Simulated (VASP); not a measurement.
A run of VASP 6.6.1 is set up as follows.

File INCAR:

```
PREC = Accurate
ENCUT = 520
EDIFF = 1E-7
ISMEAR = 0
SIGMA = 0.05
LREAL = F
LASPH = T
NELM = 80
ALGO = Normal
ISIF = 2
LWAVE = F
LCHARG = T
LELF = T
LVHAR = T
NBANDS = 29
```

Contents of KPOINTS:

```
Automatic mesh
0
Gamma
  6 6 6
```

POSCAR

```
KZnF3
1.0
    4.0500000000      0.0000000000      0.0000000000
    0.0000000000      4.0500000000      0.0000000000
    0.0000000000      0.0000000000      4.0500000000
K Zn F
1 1 3
Direct
    0.0000000000      0.0000000000      0.0000000000
    0.5000000000      0.5000000000      0.5000000000
    0.4738108600      0.4738108600     -0.0740740741
    0.0000000000      0.5000000000      0.5000000000
    0.5000000000      0.0000000000      0.5000000000
```

Potentials or basis: VASP PAW LDA potentials, release 64 (K_sv, Zn, F).

The run is started by

```console
$ cat potpaw_LDA.64/K_sv/POTCAR potpaw_LDA.64/Zn/POTCAR potpaw_LDA.64/F/POTCAR > POTCAR
$ mpirun -np 1 vasp_std > vasp.out
```

(1) Estimate the pressure.

(2) Estimate the largest force.

(3) Estimate the band gap on the k mesh.

Results:

(1) 1.1 GPa.

(2) 4.541 eV/Å.

(3) 3.35 eV (least direct gap 5.11 eV).

Caveat: the cell differs from its parent crystal (atom 3 (F) moved by (-0.150, -0.300) A along [1 1 0] and z); forces of over 1 eV/Å act on the atoms, so gaps and moduli don't describe the material at rest.
